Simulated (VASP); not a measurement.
# Ta8HN8 (a cell with a defect) in VASP: notebook, part 2 of 2

VASP 6.6.1.

## (3) Single point, PBE

INCAR reads:

```
SYSTEM = Ta8HN8
ALGO     = Fast           ! electronic algorithm
EDIFF    = 1E-6           ! SCF threshold, eV
ENCUT    = 520            ! plane-wave cutoff, eV
GGA      = PE             ! functional
ISIF     = 2              ! what is computed and relaxed
ISMEAR   = 0              ! smearing method
LASPH    = .True.         ! aspherical terms in the spheres
LCHARG   = .False.        ! write CHGCAR
LREAL    = Auto         
LWAVE    = .False.        ! write WAVECAR
NBANDS   = 78             ! bands
NELM     = 60             ! most SCF steps
PREC     = Accurate       ! precision mode
SIGMA    = 0.1            ! smearing width, eV
```

KPOINTS reads:

```
Automatic mesh
0
Gamma
  4 5 5
  0.5 0 0
```

POSCAR reads:

```
Ta8HN8
1.0
    0.0000000000      0.0000000000      5.7955432028
   -2.9501846797     -5.1098697569      0.0000000000
    5.9003693593      0.0000000000      0.0000000000
Ta N H
8 8 1
Direct
    0.2500150459      0.1666835048      0.8333400543
    0.7500159774      0.1666476917      0.8333468920
    0.2499758779      0.1767786740      0.3383950418
    0.7499812956      0.1657351440      0.3329009021
    0.2499795014      0.6616184288      0.8232155068
    0.7499850916      0.6670825603      0.8342334945
    0.2500148734      0.6616151019      0.3383963979
    0.7500170127      0.6670641645      0.3329111042
   -0.0024967461      0.0019235324      0.5038946877
    0.5025031991      0.0019151173      0.5038831925
   -0.0024981265      0.0019368400     -0.0019412284
    0.5025099284      0.0019495605     -0.0019577481
    0.0012316361      0.4999831936      0.5000001827
    0.4987420331      0.4999788882      0.4999998943
   -0.0024960559      0.4961102965     -0.0019353032
    0.5025033717      0.4961236040     -0.0019266157
    0.2500752646      0.8333404182      0.1666663686
```

Potentials or basis: VASP PAW PBE potentials, release 64 (Ta_pv, N, H).

The run is started by

```
$ cat potpaw_PBE.64/Ta_pv/POTCAR potpaw_PBE.64/N/POTCAR potpaw_PBE.64/H/POTCAR > POTCAR
$ mpirun -np 1 vasp_std > vasp.out
```

OUTCAR:

```text
SYSTEM = Ta8HN8
   EDIFF = 1E-6
   ENCUT = 520
   GGA = PE
   ISIF = 2
   ISMEAR = 0
   LASPH = .True.
   LREAL = Auto
   NELM = 60
   PREC = Accurate

 ion  position               nearest neighbor table
   1  0.250  0.167  0.833-  16 2.23  12 2.23  15 2.23  10 2.23   9 2.23  11 2.23   2 2.90   2 2.90
                             3 2.95   7 2.95   5 2.95   5 2.95   7 2.95   3 2.95
   2  0.750  0.167  0.833-  12 2.21  11 2.21   9 2.21  15 2.21  10 2.21  16 2.21   1 2.90   1 2.90
                             4 2.95   8 2.95   6 2.95   6 2.95   8 2.95   4 2.95
   3  0.250  0.177  0.338-  17 1.75  13 2.19  14 2.19  11 2.27   9 2.27  10 2.27  12 2.27   5 2.86
                             7 2.86   4 2.90   4 2.90   1 2.95   1 2.95   7 3.04   5 3.04
   4  0.750  0.166  0.333-  10 2.23   9 2.23  12 2.23  11 2.23  14 2.24  13 2.24   3 2.90   3 2.90
                             6 2.94   8 2.94   2 2.95   2 2.95   8 2.96   6 2.96
   5  0.250  0.662  0.823-  17 1.75  13 2.19  14 2.19  11 2.27  15 2.27  12 2.27  16 2.27   7 2.86
                             3 2.86   6 2.90   6 2.90   1 2.95   1 2.95   3 3.04   7 3.04
   6  0.750  0.667  0.834-  16 2.23  15 2.23  12 2.23  11 2.23  14 2.24  13 2.24   5 2.90   5 2.90
                             4 2.94   8 2.94   2 2.95   2 2.95   8 2.96   4 2.96
   7  0.250  0.662  0.338-  17 1.76  14 2.19  13 2.19  10 2.27  16 2.27   9 2.27  15 2.27   5 2.86
                             3 2.86   8 2.90   8 2.90   1 2.95   1 2.95   3 3.04   5 3.04
   8  0.750  0.667  0.333-  15 2.23   9 2.23  16 2.23  10 2.23  13 2.24  14 2.24   7 2.90   7 2.90
                             4 2.94   6 2.94   2 2.95   2 2.95   6 2.96   4 2.96
   9  0.998  0.002  0.504-   2 2.21   1 2.23   4 2.23   8 2.23   7 2.27   3 2.27
  10  0.503  0.002  0.504-   2 2.21   1 2.23   4 2.23   8 2.23   7 2.27   3 2.27
  11  0.998  0.002  0.998-   2 2.21   1 2.23   4 2.23   6 2.23   5 2.27   3 2.27
  12  0.503  0.002  0.998-   2 2.21   1 2.23   4 2.23   6 2.23   5 2.27   3 2.27
  13  0.001  0.500  0.500-   3 2.19   5 2.19   7 2.19   8 2.24   6 2.24   4 2.24
  14  0.499  0.500  0.500-   3 2.19   7 2.19   5 2.19   8 2.24   6 2.24   4 2.24
  15  0.998  0.496  0.998-   2 2.21   1 2.23   6 2.23   8 2.23   5 2.27   7 2.27
  16  0.503  0.496  0.998-   2 2.21   1 2.23   6 2.23   8 2.23   7 2.27   5 2.27
  17  0.250  0.833  0.167-   3 1.75   5 1.75   7 1.76

  LATTYP: Found a hexagonal cell.
 ALAT       =     5.9003693594
 C/A-ratio  =     0.9822339670

  Lattice vectors:

 A1 = (  -2.9501846797,  -5.1098697569,   0.0000000000)
[... 194 lines left out ...]
  volume of cell :      174.74
 maximum number of plane-waves:      4717
 NGX is ok and might be reduce to    48
   NGX = 21   NGY = 21   NGZ = 21

 number of electron     129.0000006 magnetization

 Free energy of the ion-electron system (eV)
  ---------------------------------------------------
  ext. energy  EPLUGINS =         0.00000000
  ---------------------------------------------------
  free energy    TOTEN  =      -181.61842271 eV

  energy without entropy =     -181.61004036  energy(sigma->0) =     -181.61423153

 E-fermi :   9.0666     XC(G=0): -13.3160

 val. band max:        9.0248738426   @ k =   0.1250  -0.2000  -0.2000
 cond. band min:       9.2331070319   @ k =   0.1250  -0.2000  -0.4000
 fundamental gap:      0.2082331893
 Fermi energy:         9.0665658193

 k-point     1 :       0.1250    0.0000    0.0000
  band No.  band energies     occupation
      1     -27.7450      2.00000
      2     -27.5319      2.00000
      3     -27.3616      2.00000
      4     -27.3616      2.00000
      5     -27.3019      2.00000
      6     -27.3019      2.00000
[... 1885 lines left out ...]
     75      11.2783      0.00000
     76      11.3574      0.00000

 [... further k-points ...]

 [bands above 76 left out]

------------------------ aborting loop because EDIFF is reached ----------------------------------------

  FORCE on cell =-STRESS in cart. coord.  units (eV):
  Direction    XX          YY          ZZ          XY          YZ          ZX
  --------------------------------------------------------------------------------------
  -------------------------------------------------------------------------------------
  Total        8.6866368      8.6858852      1.6727600      0.0002499      0.0004347      0.0006760
  in kB       79.6487692     79.6418778     15.3377286      0.0022914      0.0039856      0.0061986
  external PRESSURE =      58.2094585 kB  Pullay stress =       0.0000000 kB

 VOLUME and BASIS-vectors are now :
 -----------------------------------------------------------------------------
  energy-cutoff  :      520.00
  volume of cell :      174.74
      direct lattice vectors                 reciprocal lattice vectors
     0.000000000  0.000000000  5.795543203     0.000000000  0.000000000  0.172546380
    -2.950184680 -5.109869757  0.000000000     0.000000000 -0.195699704  0.000000000
     5.900369359  0.000000000  0.000000000     0.169480915 -0.097849852  0.000000000

 POSITION                                       TOTAL-FORCE (eV/Angst)
 -----------------------------------------------------------------------------------
      4.42527     -0.85173      1.44897         0.000794      0.001823     -0.001364
      4.42541     -0.85155      4.34675        -0.001053     -0.000296     -0.002056
      1.47513     -0.90332      1.44875        -0.000495     -0.012548      0.002707
      1.47529     -0.84688      4.34655        -0.002327     -0.004628      0.001799
      2.90538     -3.38078      1.44877        -0.009472      0.006862      0.002378
      2.95427     -3.40871      4.34657        -0.003446     -0.000298      0.001316
[... 9 lines left out ...]
      4.42535     -2.53513      2.91228         0.000218      0.001145     -0.000226
     -1.47512     -4.25826      1.44932         0.000243      0.000763     -0.000461
 -----------------------------------------------------------------------------------
    total drift:                               -0.000434     -0.000523      0.000011

  FREE ENERGIE OF THE ION-ELECTRON SYSTEM (eV)
  ---------------------------------------------------
  free  energy   TOTEN  =      -181.6184227121 eV

  energy  without entropy=     -181.6100403574  energy(sigma->0) =     -181.61423153
```

Wall time 33 min (1 thread of Oxide Virtual Turin-like, shared host); peak memory 0.57 GiB.

Results:

```yaml
Free_energy: -181.6184 eV
Pressure: 5.8 GPa
Largest_force: 0.013 eV/Å
Band_gap_on_the_k_mesh: zero (an odd number of electrons rules out a gap without spin polarisation)
```

Forces in eV/Å, atoms in the order of the input:
```
Ta   0.001  0.002 -0.001
Ta  -0.001  0.000 -0.002
Ta   0.000 -0.013  0.003
Ta  -0.002 -0.005  0.002
Ta  -0.009  0.007  0.002
Ta  -0.003  0.000  0.001
Ta   0.011  0.007 -0.002
Ta  -0.001 -0.002 -0.003
N   -0.001  0.000  0.001
N    0.000 -0.001  0.000
N    0.002  0.001  0.000
N    0.003  0.002 -0.002
N    0.001  0.000 -0.009
N    0.001  0.000  0.010
N    0.000  0.000  0.001
N    0.000  0.001  0.000
H    0.000  0.001  0.000
```

Stress tensor (GPa, compression positive):
```
7.96 0.00 0.00
0.00 7.96 0.00
0.00 0.00 1.53
```

Levels at points of the mesh, in eV from the Fermi level:
| k point | band 63 | band 64 | band 65 | band 66 | band 67 | band 68 |
| --- | --- | --- | --- | --- | --- | --- |
| (0.12, 0.00, 0.00) | -1.30 | -1.01 | -1.01 | 0.70 | 1.33 | 1.97 |

Caveat: spin-orbit coupling is left out, which moves the levels of the heavy elements; an odd number of electrons without spin polarisation forces a metal; a magnetic or distorted state may lie lower.

The gap in the log of VASP goes by the Fermi energy; the results here count the filled bands.